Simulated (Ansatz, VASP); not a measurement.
# Ru: VASP beside Ansatz

```xyz
5
Lattice="2.6753 0.0000 0.0000 -1.3376 2.3168 0.0000 0.0000 0.0000 24.4488" Properties=species:S:1:pos:R:3 pbc="T T T"
Ru    0.0000    0.0000    8.0639
Ru    0.0000    1.5446   10.0976
Ru    0.0000    0.0000   12.2244
Ru    0.0000    1.5446   14.3512
Ru    0.0000    0.0000   16.3849
```

Alike in both runs: functional LDA; k mesh 14 × 14 × 1; occupations fermi-dirac, width 0.1 eV; no spin polarisation.

Ansatz relaxed the structure, and its values are those at the end. VASP's run is a single point on that final structure, the one shown.

|  | VASP | Ansatz |
| --- | --- | --- |
| version | VASP 6.6.1 | Ansatz 0.2.0 |
| potentials or method | VASP PAW LDA potentials, release 64 (Ru_pv) | PAW with Ansatz's default frozen-core files, scalar-relativistic |
| plane-wave cutoff (eV) | 520 | 420 |
| valence electrons in the cell | 70 | 80 |

VASP gave:

| Item | Value |
| --- | --- |
| rms of the force components (eV/Å) | 0.026 |

Estimate Ansatz's values.

rms of the force components (eV/Å): 0.003.

LDA's correlation is that of Perdew and Zunger in VASP and of Perdew and Wang (1992) in Ansatz. VASP's potentials hold 70 valence electrons a cell and Ansatz's 80, so a difference there can come from the potentials and not from the codes. Ansatz's warnings: stress scf threshold loose.
